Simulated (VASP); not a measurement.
Input of a VASP 6.6.1 run:

Contents of INCAR:

```
PREC = Accurate
ENCUT = 500
EDIFF = 1E-6
ISMEAR = -1
SIGMA = 0.05
LREAL = F
LASPH = T
NELM = 120
ALGO = Normal
ISIF = 2
LWAVE = F
LCHARG = F
GGA = LIBXC
LIBXC1 = GGA_X_B88
LIBXC2 = GGA_C_PBE
NBANDS = 16
GGA_COMPAT = F
```

Contents of KPOINTS:

```
Automatic mesh
0
Gamma
  9 9 9
```

File POSCAR:

```
ZnS
1.0
    0.0000000000      2.7549938462      2.7549938462
    2.7549938462      0.0000000000      2.7549938462
    2.7549938462      2.7549938462      0.0000000000
Zn S
1 1
Direct
    0.7500000000      0.7500000000      0.7500000000
    0.0000000000      0.0000000000      0.0000000000
```

Potentials or basis: VASP PAW PBE potentials, release 64 (Zn, S).

The run is started by

```bash
$ cat potpaw_PBE.64/Zn/POTCAR potpaw_PBE.64/S/POTCAR > POTCAR
$ mpirun -np 1 vasp_std > vasp.out
```

What does it give for the band gap on the k mesh?

1.86 eV.

What does it give for the pressure?

-2.3 GPa.

Caveat: the PAW data sets were made with another functional, which shifts forces and pressure a little.
